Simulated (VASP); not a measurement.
Runs of VASP 6.6.1 on LiSn2. The structure is that of space group P6/mmm (No. 191), or close to it. The cells are those of the table. The cell was generated, and may not be a known phase.

```csv
task,cell,k mesh,cutoff (eV),gap on the mesh (eV),pressure (GPa),relaxed volume (Å³/atom)
relaxation of cell and atoms,"relaxed from a = 5.094, b = 5.094, c = 3.464 Å, angles 90.0, 90.0, 120.0°, 3 atoms",6 × 6 × 6,600,none,-0.1,(a)
relaxation of cell and atoms,"relaxed from a = 3.937, b = 3.937, c = 4.495 Å, angles 90.0, 90.0, 120.0°, 3 atoms",6 × 6 × 4,600,none,0.1,25.62
single point,"a = 5.094, b = 5.094, c = 3.464 Å, angles 90.0, 90.0, 120.0°, 3 atoms",6 × 6 × 4,520,none,-,-
single point,"a = 5.234, b = 5.234, c = 3.143 Å, angles 90.0, 90.0, 120.0°, 3 atoms",12 × 12 × 14,520,none,-,-
single point,"a = 3.937, b = 3.937, c = 4.495 Å, angles 90.0, 90.0, 120.0°, 3 atoms",6 × 6 × 4,520,none,-,-
single point,"a = 5.217, b = 5.217, c = 3.152 Å, angles 90.0, 90.0, 120.0°, 3 atoms",6 × 6 × 6,520,none,-,-
```

Alike in all rows: level PBE; potentials or basis VASP PAW PBE potentials, release 64 (Li_sv, Sn_d); no spin polarisation; smearing gaussian 0.1 eV.

Fill in the values left out.

(a) 24.78.

Caveats: some runs use coarse meshes; the cutoff is under 1.25 times the usual one of these potentials, so pressure, stress and relaxed cells hold a basis-set (Pulay) error; spin-orbit coupling is left out, which moves the levels of the heavy elements; the volume moved by over 15 % at a fixed basis, so the end points are rough (at least some runs).

A k mesh can miss the band edges, and the runs leave out spin-orbit coupling on Sn.

A gap of «none» marks levels without a gap at the run's occupations.
